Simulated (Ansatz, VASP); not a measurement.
## Two plane-wave programs on CaB3F4

```
Ca B F
1.0
    -2.67587    2.67587    2.67587
     2.67587   -2.67587    2.67587
     2.67587    2.67587   -2.67587
Ca B F
1 3 4
Direct
  0.00000 0.00000 0.00000
  0.50000 0.50000 0.00000
  0.50000 0.00000 0.50000
  0.00000 0.50000 0.50000
  0.50000 0.50000 0.50000
  0.00000 0.00000 0.50000
  0.00000 0.50000 0.00000
  0.50000 0.00000 0.00000
```

Alike in both runs: task single point; functional PBE; k mesh 4 × 4 × 4; occupations gaussian, width 0.1 eV; collinear spin.

|  | VASP | Ansatz |
| --- | --- | --- |
| version | VASP 6.6.1 | Ansatz 0.2.0 |
| potentials or method | VASP PAW PBE potentials, release 64 (Ca_sv, B, F), cutoff 520 eV | scalar-relativistic, plane waves, PAW |
| valence electrons in the cell | 47 | 47 |

```tsv
	VASP	Ansatz	Ansatz less VASP
gap on the k mesh at the Fermi level (eV)	none	none	-
pressure (GPa)	24.6	24.5	-0.08
net moment per atom (μB)	0.01	0.00	-0.011
```

A gap of «none» marks a metal or a gap that the smearing closes. With one functional, cell and mesh, what is left measures potentials, basis and numerics. Ansatz's warnings: seeded moment not kept.

The k mesh is coarse, so the values compare programs but aren't converged.
